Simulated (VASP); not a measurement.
Write the native input for VASP 6.6.1 that does the following.

```yaml
Task: single point
Functional: PBE
Potentials_or_basis: VASP PAW PBE potentials, release 64 (Pb_d, S)
Cutoff: 520 eV
k_mesh: 8 × 8 × 8
Occupations: fermi-dirac, width 0.05 eV
Spin: non-collinear spin, zero start, spin-orbit coupling
Starting_moments: "[[0.0, 0.0, 0.0], [0.0, 0.0, 0.0]] μB"
Dipole_correction: no
Further_INCAR_settings: ALGO = Normal; EDIFF = 1e-07; NBANDS = 32
```

The structure of PbS lies in POSCAR:

```
PbS
1.0
    0.0000000000      2.9853913009      2.9853913009
    2.9853913009      0.0000000000      2.9853913009
    2.9853913009      2.9853913009      0.0000000000
Pb S
1 1
Direct
    0.0000000000      0.0000000000      0.0000000000
    0.5000000000      0.5000000000      0.5000000000
```

These files were run (other wordings do the same):

INCAR

```
  PREC = Accurate
  ENCUT = 520
  EDIFF = 1E-7
  ISMEAR = -1
  SIGMA = 0.05
  LREAL = F
  LASPH = T
  NELM = 150
  ALGO = Normal
  ISIF = 2
  LWAVE = F
  LCHARG = F
  MAGMOM = 0 0 0 0 0 0
  LORBIT = 11
  LSORBIT = T
  GGA_COMPAT = F
  LORBMOM = T
  GGA = PE
  NBANDS = 32
```

KPOINTS

```
regular mesh
0
Gamma
  8 8 8
```

Potentials or basis: VASP PAW PBE potentials, release 64 (Pb_d, S).

Command:

```console
$ cat potpaw_PBE.64/Pb_d/POTCAR potpaw_PBE.64/S/POTCAR > POTCAR
$ mpirun -np 1 vasp_ncl > vasp.out
```

Results of the run:

```yaml
Pressure: 0.7 GPa
Net_moment: 0.00 μB per cell
Valence_electrons_inside_the_program's_atomic_spheres: Pb 11.84; S 3.68
```

It took 58 s on 1 thread of AMD EPYC 9R45 96-Core Processor (Zen 5), with other jobs on the host, peak memory 0.31 GiB.
